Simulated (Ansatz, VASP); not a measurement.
Sn in VASP and in Ansatz

```xyz
2
Lattice="5.2835 0.0000 0.0000 -2.6417 4.5756 0.0000 0.0000 0.0000 2.8927" Properties=species:S:1:pos:R:3 pbc="T T T"
Sn    0.0000    3.0504    0.0000
Sn    2.6417    1.5252    0.0000
```

Alike in both runs: task relaxation of cell and atoms; functional PBE; dispersion D3(BJ); k mesh 12 × 12 × 14; occupations gaussian, width 0.1 eV; no spin polarisation.

|  | VASP | Ansatz |
| --- | --- | --- |
| version | VASP 6.6.1 | Ansatz 0.2.0 |
| potentials or method | VASP PAW PBE potentials, release 64 (Sn_d), cutoff 600 eV | scalar-relativistic, plane waves, PAW |
| valence electrons in the cell | 28 | 28 |

Ansatz gave:

* gap on the k mesh at the Fermi level, each at its own relaxed structure (eV): none
* relaxed volume (Å³/atom): 34.22
* relaxed cell length with the largest relative difference (Å): 3.099

Q: Which values does VASP return?

A: gap on the k mesh at the Fermi level, each at its own relaxed structure (eV): none; relaxed volume (Å³/atom): 34.23; relaxed cell length with the largest relative difference (Å): 3.098.

A gap of «none» marks a metal or a gap that the smearing closes.
